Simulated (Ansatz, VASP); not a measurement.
# Sc: VASP beside Ansatz

```xyz
1
Lattice="-1.7819 1.7819 1.7819 1.7819 -1.7819 1.7819 1.7819 1.7819 -1.7819" Properties=species:S:1:pos:R:3 pbc="T T T"
Sc    0.0000    0.0000    0.0000
```

Alike in both runs: task single point; functional PBE; k mesh 8 × 8 × 8; collinear spin.

|  | VASP | Ansatz |
| --- | --- | --- |
| version | VASP 6.6.1 | Ansatz 0.2 development build |
| potentials or method | VASP PAW PBE potentials, release 64 (Sc_sv) | scalar-relativistic |
| plane-wave cutoff (eV) | 500 | 1061 |
| occupations | fermi-dirac, width 0.1 eV | fermi-dirac |

```csv
,VASP,Ansatz,Ansatz less VASP
net moment per atom (μB),0.00,0.00,0.000
```

Ansatz's warnings: stability check not made.
